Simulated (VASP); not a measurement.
Cs2BaOs2: single point with PBE

Crystal: Cs2BaOs2.

```xyz
5
Lattice="4.1039 0.0000 0.0000 -2.0520 3.5541 0.0000 0.0000 0.0000 15.3125" Properties=species:S:1:pos:R:3 pbc="T T T"
Cs    0.0000    2.3694   10.7788
Cs    2.0520    1.1847    4.5337
Ba    0.0000    0.0000    0.0000
Os    0.0000    2.3694    7.4405
Os    2.0520    1.1847    7.8720
```

The cell was generated, and may not be a known phase.

```yaml
Program: VASP 6.6.1
Task: single point
Functional: PBE
Potentials_or_basis: VASP PAW PBE potentials, release 64 (Cs_sv, Ba_sv, Os)
Cutoff: 520 eV
k_mesh: 12 × 12 × 4
Occupations: gaussian, width 0.1 eV
Spin: no spin polarisation
Dipole_correction: no
Further_INCAR_settings: ALGO = Fast; EDIFF = 1e-07; NBANDS = 30
```

```yaml
Pressure: -0.1 GPa
Largest_force: 0.028 eV/Å
Band_gap_on_the_k_mesh: zero (bands 22 and 23 overlap by 1.44 eV)
```

Forces in eV/Å, atoms in the order of the input:
```
Cs   0.000  0.000  0.028
Cs   0.000  0.000 -0.028
Ba   0.000  0.000  0.000
Os   0.000  0.000  0.016
Os   0.000  0.000 -0.016
```

Stress tensor (GPa, compression positive):
```
-0.15  0.00  0.00
 0.00 -0.15  0.00
 0.00  0.00  0.11
```

Levels at points of the mesh, in eV from the Fermi level:
| k point | band 19 | band 20 | band 21 | band 22 | band 23 | band 24 | band 25 | band 26 |
| --- | --- | --- | --- | --- | --- | --- | --- | --- |
| (0.00, 0.00, 0.00) | -1.88 | -0.96 | -0.90 | -0.90 | -0.69 | 0.03 | 0.89 | 1.04 |
| (0.50, 0.00, 0.00) | -1.43 | -1.22 | -0.63 | -0.14 | 0.24 | 0.87 | 1.09 | 1.16 |
| (0.00, 0.00, 0.50) | -2.22 | -0.90 | -0.90 | -0.74 | -0.62 | -0.08 | 0.78 | 1.04 |
| (0.50, 0.00, 0.50) | -1.42 | -1.24 | -0.61 | -0.06 | 0.10 | 0.87 | 1.06 | 1.39 |

Run time: 23 min on 1 thread of Oxide Virtual Turin-like Processor, with other jobs on the host, peak memory 0.64 GiB.

Caveat: spin-orbit coupling is left out, which moves the levels of the heavy elements.
